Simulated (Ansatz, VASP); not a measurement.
Two plane-wave programs on MgS

Contents of INCAR:

```
PREC = Accurate
ENCUT = 520
EDIFF = 1E-6
ISMEAR = -1
SIGMA = 0.02
LREAL = F
LASPH = T
NELM = 100
ALGO = Normal
ISIF = 2
LWAVE = F
LCHARG = F
GGA = CA
NBANDS = 11
```

Contents of KPOINTS:

```
Automatic mesh
0
Gamma
  8 8 8
```

File POSCAR:

```
MgS
1.0
    3.2628174056      0.0000000000      0.0000000000
    0.0000000000      3.2628174056      0.0000000000
    0.0000000000      0.0000000000      3.2628174056
Mg S
1 1
Direct
    0.0000000000      0.0000000000      0.0000000000
    0.5000000000      0.5000000000      0.5000000000
```

Input for Ansatz:

```yaml
crystal:
  lattice:
    - [3.2628174056, 0.0, 0.0]
    - [0.0, 3.2628174056, 0.0]
    - [0.0, 0.0, 3.2628174056]
  atoms:
    - { symbol: Mg, position: [0.0, 0.0, 0.0] }
    - { symbol: S, position: [0.5, 0.5, 0.5] }
kpoints:
  mp_grid: { grid: [8, 8, 8] }
  band_path:
    path:
      - [0.0, 0.0, 0.0]
      - [0.0, 0.5, 0.0]
      - [0.5, 0.5, 0.0]
      - [0.5, 0.5, 0.5]
      - [0.4, 0.5, 0.0]
      - [0.5, 0.5, 0.1]
    npoints: 1
hamiltonian:
  xc: lda
scf:
  occupations: { method: fermi_dirac, width: 0.02 }
  n_extra_bands: 4
output:
  forces: true
  stress: true
  eigenvalues: true
```

Alike in both runs: task single point; functional LDA; k mesh 8 × 8 × 8; occupations fermi-dirac, width 0.02 eV; no spin polarisation.

```csv
,VASP,Ansatz
version,VASP 6.6.1,Ansatz 0.2.0
potentials or method,"VASP PAW LDA potentials, release 64 (Mg, S)","plane waves, PAW"
plane-wave cutoff (eV),520,420
valence electrons in the cell,8,16
```

|  | VASP | Ansatz | Ansatz less VASP |
| --- | --- | --- | --- |
| pressure (GPa) | -3.9 | -3.4 | +0.50 |

LDA's correlation is that of Perdew and Zunger in VASP and of Perdew and Wang (1992) in Ansatz. VASP's potentials hold 8 valence electrons a cell and Ansatz's 16, so a difference there can come from the potentials and not from the codes.
